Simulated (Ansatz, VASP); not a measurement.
Zn: VASP beside Ansatz

File INCAR:

```
ALGO     = Normal         # electronic algorithm
EDIFF    = 1E-7           # SCF threshold, eV
ENCUT    = 520            # plane-wave cutoff, eV
GGA      = PS             # functional
ISIF     = 2              # what is computed and relaxed
ISMEAR   = -1             # smearing method
LASPH    = True           # aspherical terms in the spheres
LCHARG   = True           # write CHGCAR
LELF     = True           # ELF
LREAL    = False          # projectors in reciprocal space
LVHAR    = True         
LWAVE    = False          # write WAVECAR
NBANDS   = 19             # bands
NELM     = 100            # most SCF steps
PREC     = Accurate       # precision mode
SIGMA    = 0.1            # smearing width, eV
```

The input KPOINTS:

```
k-points
0
Gamma
  11 11 11
```

The input POSCAR:

```
Zn
1.0
    0.0000000000      2.9353997693      2.9353997693
    2.9353997693      0.0000000000      2.9353997693
    2.9353997693      2.9353997693      0.0000000000
Zn
2
Direct
    0.1250000000      0.1250000000      0.1250000000
    0.8750000000      0.8750000000      0.8750000000
```

Input for Ansatz:

```yaml
crystal:
  lattice:
    - [0.0, 2.9353997693, 2.9353997693]
    - [2.9353997693, 0.0, 2.9353997693]
    - [2.9353997693, 2.9353997693, 0.0]
  atoms:
    - { symbol: Zn, position: [0.125, 0.125, 0.125] }
    - { symbol: Zn, position: [0.875, 0.875, 0.875] }
hamiltonian:
  xc: pbesol
  pseudopotentials:
    kind: paw
    azcp:
      Zn: "pseudopotentials/Zn.paw.azcp"
basis:
  ecutwfc: 420
  fft_grid_basis: typed
kpoints:
  mp_grid: { grid: [11, 11, 11], shift: [0, 0, 0] }
magnetization:
  spin_polarized: false
scf:
  occupations: { method: fermi_dirac, width: 0.1 }
  lower_state_search: "off"
output:
  stress: true
```

Alike in both runs: task single point; functional PBEsol; k mesh 11 × 11 × 11; occupations fermi-dirac, width 0.1 eV; no spin polarisation.

```csv
,VASP,Ansatz
version,VASP 6.6.1,Ansatz 0.2.0
potentials or method,"VASP PAW PBE potentials, release 64 (Zn), cutoff 520 eV","plane waves (420 eV) with PAW, scalar-relativistic"
valence electrons in the cell,24,24
```

Ansatz gave:

```
pressure (GPa) : -2.9
```

Problem. What did VASP give for the same quantities?

Solution. Pressure (GPa): -2.8.

VASP's potentials were made for PBE, not for PBEsol, and Ansatz warns of the same on its side.
